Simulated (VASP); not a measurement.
Set up this calculation in VASP 6.6.1, as the native input.

```yaml
Task: single point
Functional: PBE
Potentials_or_basis: VASP PAW PBE potentials, release 64 (Al, As)
Cutoff: 500 eV
k_mesh: 8 × 8 × 8
Occupations: gaussian, width 0.02 eV
Spin: no spin polarisation
Dipole_correction: no
Further_INCAR_settings: ALGO = Normal; EDIFF = 1e-06; NBANDS = 11
```

The structure of AlAs lies in POSCAR:

```
AlAs
1.0
    0.0000000000      2.7443399712      2.7443399712
    2.7443399712      0.0000000000      2.7443399712
    2.7443399712      2.7443399712      0.0000000000
Al As
1 1
Direct
    0.0000000000      0.0000000000      0.0000000000
    0.2500000000      0.2500000000      0.2500000000
```

This cell differs from its parent crystal: volume scaled by 0.88.

The input as run:

INCAR

```
PREC = Accurate ; ENCUT = 500
EDIFF = 1E-6 ; ISMEAR = 0
SIGMA = 0.02 ; LREAL = False
LASPH = True ; NELM = 120
ALGO = Normal ; ISIF = 2
LWAVE = False ; LCHARG = True
GGA = PE ; LELF = True
LVHAR = True ; NBANDS = 11
GGA_COMPAT = False
```

KPOINTS

```
regular mesh
0
Gamma
  8 8 8
```

Potentials or basis: VASP PAW PBE potentials, release 64 (Al, As).

The run is started by

```sh
$ cat potpaw_PBE.64/Al/POTCAR potpaw_PBE.64/As/POTCAR > POTCAR
$ mpirun -np 1 vasp_std > vasp.out
```

It gave:

The pressure is 11.6 GPa. The band gap on the k mesh is 1.26 eV, indirect (least direct gap 2.82 eV).

Wall time 7.4 s on 1 thread of Intel Xeon 6975P-C (shared host), peak memory 0.16 GiB.
